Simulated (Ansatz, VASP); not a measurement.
# ZrTiN: VASP beside Ansatz

```xyz
12
Lattice="0.0004 -3.2549 0.0007 -6.5067 0.0008 -0.0012 -0.0018 0.0021 -8.0323" Properties=species:S:1:pos:R:3 pbc="T T T"
Zr   -0.0005   -1.6266   -2.9221
Zr   -3.2539   -1.6262   -2.9227
Zr   -4.8811    0.0018   -5.1107
Zr   -1.6277    0.0014   -5.1101
Ti   -0.0014   -1.6256   -7.2466
Ti   -3.2548   -1.6252   -7.2472
Ti   -4.8802    0.0008   -0.7862
Ti   -1.6269    0.0004   -0.7856
N    -0.0009   -1.6262   -5.1854
N    -3.2542   -1.6258   -5.1860
N    -4.8808    0.0014   -2.8474
N    -1.6274    0.0010   -2.8468
```

Change from the starting cell: cell x2, atoms moved at random (sigma 0.05 Å) and cell strained at random (1.5 %), then relaxed without symmetry.

Alike in both runs: functional PBE; k mesh 6 × 4 × 4; occupations gaussian, width 0.2 eV; no spin polarisation.

Ansatz relaxed the structure, and its values are those at the end. VASP's run is a single point on that final structure, the one shown.

|  | VASP | Ansatz |
| --- | --- | --- |
| version | VASP 6.6.1 | Ansatz 0.2.0 |
| potentials or method | VASP PAW PBE potentials, release 64 (Zr_sv, Ti_sv, N), cutoff 520 eV | scalar-relativistic, plane waves, PAW |
| valence electrons in the cell | 116 | 116 |

|  | VASP | Ansatz | Ansatz less VASP |
| --- | --- | --- | --- |
| gap on the k mesh at the Fermi level (eV) | none | none | - |
| pressure (GPa) | 0.2 | 0.1 | -0.11 |
| rms of the force components (eV/Å) | 0.013 | 0.001 | -0.0118 |

A gap of «none» marks a metal or a gap that the smearing closes. With one functional, cell and mesh, what is left measures potentials, basis and numerics.
